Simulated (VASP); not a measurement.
A run of VASP 6.6.1:

The input INCAR:

```
SYSTEM = PbO2
PREC = Accurate
ENCUT = 520
EDIFF = 1E-6
ISMEAR = -1
SIGMA = 0.02
LREAL = .FALSE.
LASPH = .TRUE.
NELM = 60
ALGO = Normal
ISIF = 2
LWAVE = .FALSE.
LCHARG = .FALSE.
GGA = PE
NBANDS = 20
```

File KPOINTS:

```
regular mesh
0
G
  8 8 6
  0 0 0
```

The input POSCAR:

```
PbO2
1.0
    3.8230482594      0.0000000000      0.0000000000
   -1.9115241297      3.3108569125      0.0000000000
    0.0000000000      0.0000000000      3.3502132448
Pb O
1 2
Direct
    0.0000000000      0.0000000000      0.0000000000
    0.3333333333      0.6666666667      0.5000000000
    0.6666666667      0.3333333333      0.5000000000
```

Potentials or basis: VASP PAW PBE potentials, release 64 (Pb_d, O).

Launch:

```console
$ cat potpaw_PBE.64/Pb_d/POTCAR potpaw_PBE.64/O/POTCAR > POTCAR
$ mpirun -np 1 vasp_std > vasp.out
```

Hardware: 1 thread of Intel Xeon 8259CL, on a shared host.

Estimate the wall time of this run.

It took 52 s on 1 thread of Intel Xeon 8259CL, on a shared host, peak memory 0.17 GiB. Counts: scf iterations 13, k points 40.
